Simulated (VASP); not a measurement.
Input of a VASP 6.6.1 run:

POSCAR

```
CaSe
1.0
    0.0000000000      2.9675306059      2.9675306059
    2.9675306059      0.0000000000      2.9675306059
    2.9675306059      2.9675306059      0.0000000000
Ca Se
1 1
Direct
    0.0000000000      0.0000000000      0.0000000000
    0.5000000000      0.5000000000      0.5000000000
```

File INCAR.step1:

```
PREC = Accurate
ENCUT = 520
EDIFF = 1E-5
ISMEAR = 0
SIGMA = 0.01
LREAL = False
LASPH = True
NELM = 60
ALGO = Normal
ISIF = 2
LWAVE = True
NBANDS = 15
GGA = PE
```

INCAR.step2

```
PREC = Accurate
ENCUT = 520
EDIFF = 1E-7
ISMEAR = 0
SIGMA = 0.01
LREAL = False
LASPH = True
NELM = 60
ALGO = Normal
ISIF = 2
LWAVE = False
LCHARG = True
GGA = PE
LHFCALC = True
AEXX = 0.1
HFSCREEN = 0.2078
PRECFOCK = Normal
LELF = True
LVHAR = True
NBANDS = 15
ISTART = 1
```

Contents of KPOINTS:

```
regular mesh
0
Gamma
  4 4 4
```

Potentials or basis: VASP PAW PBE potentials, release 64 (Ca_sv, Se).

The run is started by

```bash
$ cat potpaw_PBE.64/Ca_sv/POTCAR potpaw_PBE.64/Se/POTCAR > POTCAR
$ cp INCAR.step1 INCAR
$ mpirun -np 1 vasp_std > vasp.out
$ cp INCAR.step2 INCAR
$ mpirun -np 1 vasp_std > vasp.out
```

Problem. What does it give for the pressure?

Solution. 0.6 GPa.

Problem. Estimate the band gap on the k mesh.

Solution. 2.42 eV (least direct gap 3.39 eV).

Caveat: the k points lie up to 0.46 Å⁻¹ apart; the PAW data sets were made with another functional, which shifts forces and pressure a little. A k mesh can miss the band edges.
